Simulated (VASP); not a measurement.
MgSi:

```
Mg Si
1.0
     2.07033   -4.89870    0.00000
     2.07033    4.89870    0.00000
     0.00000    0.00000    3.65340
Mg Si
2 2
Direct
  0.64384 0.35616 0.25000
  0.35616 0.64384 0.75000
  0.92156 0.07844 0.25000
  0.07844 0.92156 0.75000
```

| Quantity | Value |
| --- | --- |
| Program | VASP 6.6.1 |
| Task | relaxation of cell and atoms |
| Functional | PBEsol |
| Potentials or basis | VASP PAW PBE potentials, release 64 (Mg, Si) |
| Cutoff | 600 eV |
| k mesh | 12 × 12 × 12 |
| Occupations | gaussian, width 0.1 eV |
| Spin | no spin polarisation |

At the start: pressure -0.1 GPa; volume 18.53 Å³/atom.

How do energy, volume and symmetry change on relaxing?

Over 11 steps the energy falls by 3.2 meV/atom and the volume is 18.42 Å³/atom (-0.6 %); space group Cmcm (No. 63, to 0.05 Å).

The path:
| step | energy change (eV) | largest force (eV/Å) | pressure (GPa) | volume (Å³) |
| --- | --- | --- | --- | --- |
| 1 | 0.0000 | 0.0842 | -0.15 | 74.11 |
| 2 | -0.0059 | 0.0479 | -0.11 | 73.92 |
| 3 | -0.0079 | 0.0881 | -0.05 | 73.76 |
| 4 | -0.0080 | 0.1072 | -0.03 | 73.71 |
| 5 | -0.0096 | 0.0656 | 0.08 | 73.63 |
| 6 | -0.0105 | 0.0811 | 0.25 | 73.50 |
| 7 | -0.0115 | 0.0630 | 0.00 | 73.74 |
| 8 | -0.0118 | 0.0472 | -0.22 | 73.95 |
| 9 | -0.0125 | 0.0227 | -0.09 | 73.80 |
| 10 | -0.0127 | 0.0195 | 0.04 | 73.65 |
| 11 | -0.0128 | 0.0038 | 0.03 | 73.69 |

Final structure:
```
Mg Si
1.0
     2.01632   -5.01412    0.00000
     2.01632    5.01412    0.00000
     0.00000    0.00000    3.64462
Mg Si
2 2
Cartesian
  2.0163 -1.4854 0.9112
  2.0163 1.4854 2.7335
  2.0163 -4.2368 0.9112
  2.0163 4.2368 2.7335
```

Caveat: the PAW data sets were made with another functional, which shifts forces and pressure a little.
